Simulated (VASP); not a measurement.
# Ag (Fm-3m) in VASP: notebook, part 3 of 4

VASP 6.6.1. The steps go on from the part before.

### Step 6. Relaxation of cell and atoms, PBE, target pressure 30 GPa, at which the enthalpy is minimised

This run uses another cell than the first one, of 17.10 Å³/atom.

INCAR

```
SYSTEM = Ag
PREC     = Accurate       ! precision mode
ENCUT    = 500            ! plane-wave cutoff, eV
EDIFF    = 1E-7           ! SCF threshold, eV
ISMEAR   = -1             ! smearing method
SIGMA    = 0.05           ! smearing width, eV
LREAL    = .False.        ! projectors in reciprocal space
LASPH    = .True.         ! aspherical terms in the spheres
NELM     = 120            ! most SCF steps
ALGO     = Normal         ! electronic algorithm
ISIF     = 3              ! what is computed and relaxed
LWAVE    = .False.        ! write WAVECAR
LCHARG   = .False.        ! write CHGCAR
GGA      = PE             ! functional
IBRION   = 2              ! ionic algorithm
NSW      = 80             ! ionic steps
EDIFFG   = -0.03          ! ionic threshold
PSTRESS  = 300.0        
GGA_COMPAT= .False.      
NELMIN   = 4
```

KPOINTS

```
regular mesh
0
Gamma
  10 10 10
  0 0 0
```

POSCAR

```
Ag
1.0
    0.0000000000      2.0450000000      2.0450000000
    2.0450000000      0.0000000000      2.0450000000
    2.0450000000      2.0450000000      0.0000000000
Ag
1
Direct
    0.0000000000      0.0000000000      0.0000000000
```

Potentials or basis: VASP PAW PBE potentials, release 64 (Ag).

On the command line:

```
$ cat potpaw_PBE.64/Ag/POTCAR > POTCAR
$ mpirun -np 1 vasp_std > vasp.out
```

OUTCAR:

```text
SYSTEM = Ag
   PREC = Accurate
   ENCUT = 500
   EDIFF = 1E-7
   ISMEAR = -1
   LREAL = .False.
   LASPH = .True.
   NELM = 120
   ISIF = 3
   GGA = PE
   IBRION = 2
   NSW = 80
   EDIFFG = -0.03
   PSTRESS = 300.0
   NELMIN = 4

 ion  position               nearest neighbor table
   1  0.000  0.000  0.000-

  LATTYP: Found a face centered cubic cell.
 ALAT       =     4.0900000000

  Lattice vectors:

 A1 = (   0.0000000000,   2.0450000000,   2.0450000000)
 A2 = (   2.0450000000,   0.0000000000,   2.0450000000)
 A3 = (   2.0450000000,   2.0450000000,   0.0000000000)

Analysis of symmetry for initial positions (statically):
=====================================================================
 Subroutine PRICEL returns:
 Original cell was already a primitive cell.

 Routine SETGRP: Setting up the symmetry group for a
 face centered cubic supercell.

 Subroutine GETGRP returns: Found 48 space group operations
 (whereof 48 operations were pure point group operations)
 out of a pool of 48 trial point group operations.

The static configuration has the point symmetry O_h .

Analysis of symmetry for dynamics (positions and initial velocities):
=====================================================================
 Subroutine PRICEL returns:
 Original cell was already a primitive cell.

 Routine SETGRP: Setting up the symmetry group for a
 face centered cubic supercell.

 Subroutine GETGRP returns: Found 48 space group operations
 (whereof 48 operations were pure point group operations)
 out of a pool of 48 trial point group operations.

The dynamic configuration has the point symmetry O_h .

 Subroutine INISYM returns: Found 48 space group operations
 (whereof 48 operations are pure point group operations),
 and found     1 'primitive' translations

----------------------------------------------------------------------------------------

                                     Primitive cell

  volume of cell :      17.1045

[... 89 lines left out ...]
   NSW    =     80    number of steps for IOM
   IBRION =      2    ionic relax: 0-MD 1-quasi-New 2-CG
   NFREE  =      1    steps in history (QN), initial steepest desc. (CG)
   ISIF   =      3    stress and relaxation
   ISYM   =      2    0-nonsym 1-usesym 2-fastsym
   POTIM  = 0.5000    time-step for ionic-motion
   TEBEG  =    0.0;   TEEND  =   0.0 temperature during run
   PSTRESS=  300.0 pullay stress
   NELECT =      11.0000    total number of electrons
   NUPDOWN=      -1.0000    fix difference up-down
   EMIN   =  10.00;   EMAX   =-10.00  energy-range for DOS
   EFERMI =   0.00;   METHOD = LEGACY
   ISMEAR =    -1;   SIGMA  =   0.05  broadening in eV -4-tet -1-fermi 0-gaus
   EFERMI_NEDOS =   21; number of points for ismear=-14 and -15
   IALGO  =     38    algorithm
   IMIX   =      4    mixing-type and parameters
     AMIX     =   0.40;   BMIX     =  1.00
     AMIX_MAG =   1.60;   BMIX_MAG =  1.00
  volume/ion in A,a.u.               =      17.10       115.43
  Fermi-wavevector in a.u.,A,eV,Ry     =   1.413088  2.670348 27.168338  1.996817
  Thomas-Fermi vector in A             =   2.534769
   LORBIT       =      0    0 simple, 1 ext, 2 COOP (PROOUT), +10 PAW based schemes
   GGA     = PE    functional components
   LHFCALC =     F    Hartree Fock is set to
   AEXX    =    0.0000 exact exchange contribution
   IVDW    =     0    specifies the selected vdW correction
   LEPSILON=     F    determine dielectric tensor
   LRPA    =     F    only Hartree local field effects (RPA)
 conjugate gradient relaxation of ions
 non-spin polarized calculation
  energy-cutoff  :      500.00
  volume of cell :       17.10
 maximum number of plane-waves:       444
 NGX is ok and might be reduce to    24
   NGX = 11   NGY = 11   NGZ = 11

--------------------------------------- Ionic step        1  -------------------------------------------

 number of electron      10.9999999 magnetization

 Free energy of the ion-electron system (eV)
  ---------------------------------------------------
  ext. energy  EPLUGINS =         0.00000000
  ---------------------------------------------------
  free energy    TOTEN  =        -2.69593007 eV

  energy without entropy =       -2.69333977  energy(sigma->0) =       -2.69463492

 E-fermi :   8.3487     XC(G=0): -12.1902

 val. band max:        8.1132799117   @ k =   0.5000   0.2000   0.1000
 cond. band min:       8.4422921654   @ k =   0.5000   0.3000   0.1000
 fundamental gap:      0.3290122537
 Fermi energy:         8.3486517790

 k-point     1 :       0.0000    0.0000    0.0000
  band No.  band energies     occupation
      1       0.6421      2.00000
      2       3.5957      2.00000
      3       3.5957      2.00000
      4       3.5957      2.00000
      5       4.6243      2.00000
      6       4.6243      2.00000
      7      24.4046      0.00000
      8      27.9640      0.00000
      9      27.9640      0.00000
[... 423 lines left out ...]
--------------------------------------- Ionic step        5  -------------------------------------------

 number of electron      11.0000000 magnetization

 Free energy of the ion-electron system (eV)
  ---------------------------------------------------
  ext. energy  EPLUGINS =         0.00000000
  ---------------------------------------------------
  free energy    TOTEN  =        -2.46901012 eV

  energy without entropy =       -2.46608442  energy(sigma->0) =       -2.46754727

 E-fermi :  10.5784     XC(G=0): -13.1031

 val. band max:       10.4297127629   @ k =   0.5000   0.2000   0.1000
 cond. band min:      10.6013846768   @ k =   0.5000   0.1000   0.0000
 fundamental gap:      0.1716719139
 Fermi energy:        10.5783889902

 k-point     1 :       0.0000    0.0000    0.0000
  band No.  band energies     occupation
      1       1.7251      2.00000
      2       5.2329      2.00000
      3       5.2329      2.00000
      4       5.2329      2.00000
      5       6.5703      2.00000
      6       6.5703      2.00000
      7      26.8885      0.00000
      8      31.3398      0.00000
      9      31.3398      0.00000
[... 308 lines left out ...]
  energy  without entropy=       -2.4660844158  energy(sigma->0) =       -2.46754727

  enthalpy is  TOTEN    =         0.2906671742 eV   P V=        2.7596772898

 reached required accuracy - stopping structural energy minimisation
```

CONTCAR:

```text
Ag
   1.00000000000000
    -0.0000000000000000    1.9459837553730224    1.9459837553730224
     1.9459837553730224    0.0000000000000000    1.9459837553730224
     1.9459837553730224    1.9459837553730224   -0.0000000000000000
  Ag
     1
Direct
     0.0000000000000000    0.0000000000000000    0.0000000000000000

  0.00000000E+00  0.00000000E+00  0.00000000E+00
```

It took 17 s on 1 thread of AMD EPYC 9R45 (Zen 5), shared host; peak memory 0.12 GiB.

What came out:

```
Free energy                                                : -2.4690 eV
Relaxed volume                                             : 14.74 Å³/atom
Relaxed cell                                               : a = 2.752 Å, b = 2.752 Å, c = 2.752 Å, α = 60.00°, β = 60.00°, γ = 60.00°
Space group after relaxing (to 0.1 Å)                      : Fm-3m (No. 225)
Energy change on relaxing (the run minimises the enthalpy) : +226.9 meV/atom
Ionic steps                                                : 5
Pressure after relaxing                                    : 30.0 GPa
Band gap on the k mesh                                     : zero (an odd number of electrons rules out a gap without spin polarisation)
```

Step by step:
```tsv
step	energy change (eV)	largest force (eV/Å)	pressure (GPa)	volume (Å³)
1	0.0000	0.0000	4.51	17.10
2	1.9525	0.0000	156.44	11.21
3	0.1963	0.0000	27.29	14.91
4	0.2160	0.0000	29.05	14.80
5	0.2269	0.0000	29.97	14.74
```

Final structure:
```
CELL_PARAMETERS angstrom
0.00000 1.94598 1.94598
1.94598 0.00000 1.94598
1.94598 1.94598 0.00000
ATOMIC_POSITIONS crystal
Ag 0.00000 0.00000 0.00000
```

Caveat: the cell is relaxed towards a set pressure, so the run minimises the enthalpy, not the energy.

(Continued in part 4 of 4.)
